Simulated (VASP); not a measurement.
Set up this calculation in VASP 6.6.1, as the native input.

```yaml
Task: single point
Functional: LDA
Potentials_or_basis: VASP PAW LDA potentials, release 64 (Y_sv)
Cutoff: 520 eV
k_mesh: 14 × 14 × 14
Occupations: fermi-dirac, width 0.05 eV
Spin: no spin polarisation
Dipole_correction: no
Further_INCAR_settings: ALGO = Normal; EDIFF = 1e-07; NBANDS = 12
```

The structure of Y lies in POSCAR:

```
Y
1.0
   -1.8879332670      1.8879332670      1.8879332670
    1.8879332670     -1.8879332670      1.8879332670
    1.8879332670      1.8879332670     -1.8879332670
Y
1
Direct
    0.0000000000      0.0000000000      0.0000000000
```

This isn't the form of Y at room conditions, which is hcp.

The input as run:

INCAR

```
ALGO = Normal ; EDIFF = 1E-7
ENCUT = 520 ; GGA = CA
ISIF = 2 ; ISMEAR = -1
LASPH = True ; LCHARG = False
LREAL = False ; LWAVE = False
NBANDS = 12 ; NELM = 60
PREC = Accurate ; SIGMA = 0.05
```

KPOINTS

```
k-points
0
Gamma
  14 14 14
```

Potentials or basis: VASP PAW LDA potentials, release 64 (Y_sv).

Launch:

```bash
$ cat potpaw_LDA.64/Y_sv/POTCAR > POTCAR
$ mpirun -np 1 vasp_std > vasp.out
```

It gave:

| Property | Result |
| --- | --- |
| Pressure | 5.3 GPa |
| Band gap on the k mesh | zero (an odd number of electrons rules out a gap without spin polarisation) |

Caveat: the cell stands under pressure.

Run time: 31 s on 1 thread of Intel Xeon 8259CL, on a shared host, peak memory 0.17 GiB.
